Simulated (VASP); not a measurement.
Si3N, 8 atoms in the cell. The cell holds a slab with vacuum, 8 atoms: a = 3.833 Å, b = 5.421 Å, c = 22.488 Å, α = 90.00°, β = 90.00°, γ = 90.00°. 

* Program: VASP 6.6.1
* Task: single point
* Functional: PBE
* Dispersion: D3(BJ)
* Potentials or basis: VASP PAW PBE potentials, release 64 (Si, N)
* Cutoff: 520 eV
* k mesh: 7 × 5 × 1
* Occupations: gaussian, width 0.05 eV
* Spin: no spin polarisation
* Dipole correction: yes
* Further INCAR settings: ALGO = Normal; EDIFF = 1e-06; NBANDS = 27

Potentials or basis: VASP PAW PBE potentials, release 64 (Si, N).

Command:

```console
$ cat potpaw_PBE.64/Si/POTCAR potpaw_PBE.64/N/POTCAR > POTCAR
$ mpirun -np 1 vasp_std > vasp.out
```

Hardware: 1 thread of Intel(R) Xeon(R) 6975P-C (Granite Rapids), on a shared host.

Q: How long does it take, and how much memory?

A: Run time: 2 min on 1 thread of Intel(R) Xeon(R) 6975P-C (Granite Rapids), on a shared host, peak memory 0.52 GiB. Counts: scf iterations 24, k points 12.
